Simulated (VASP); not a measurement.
BN (a cell with a defect), 34 atoms in the cell. The cell holds a defect, 34 atoms: a = 7.465 Å, b = 7.465 Å, c = 6.495 Å, α = 90.00°, β = 90.00°, γ = 120.00°. 

| Item | Value |
| --- | --- |
| Program | VASP 6.6.1 |
| Task | single point |
| Functional | PBE |
| Potentials or basis | VASP PAW PBE potentials, release 64 (B, N) |
| Cutoff | 520 eV |
| k mesh | 1 × 1 × 1, shifted |
| Occupations | gaussian, width 0.01 eV |
| Spin | collinear spin |
| Fixed moment | 1 μB |
| Dipole correction | no |
| Charge | 1 |
| Further INCAR settings | LREAL = Auto; ALGO = Normal; EDIFF = 1e-06; NBANDS = 95; NELECT = 135.0 |

Potentials or basis: VASP PAW PBE potentials, release 64 (B, N).

Launch:

```bash
$ cat potpaw_PBE.64/B/POTCAR potpaw_PBE.64/N/POTCAR > POTCAR
$ mpirun -np 1 vasp_std > vasp.out
```

Hardware: 1 thread of Intel(R) Xeon(R) 6975P-C (Granite Rapids) (shared host).

How long does it take, and how much memory?

It took 6.9 min on 1 thread of Intel(R) Xeon(R) 6975P-C (Granite Rapids), on a shared host, peak memory 0.61 GiB. Counts: scf iterations 17, k points 6.
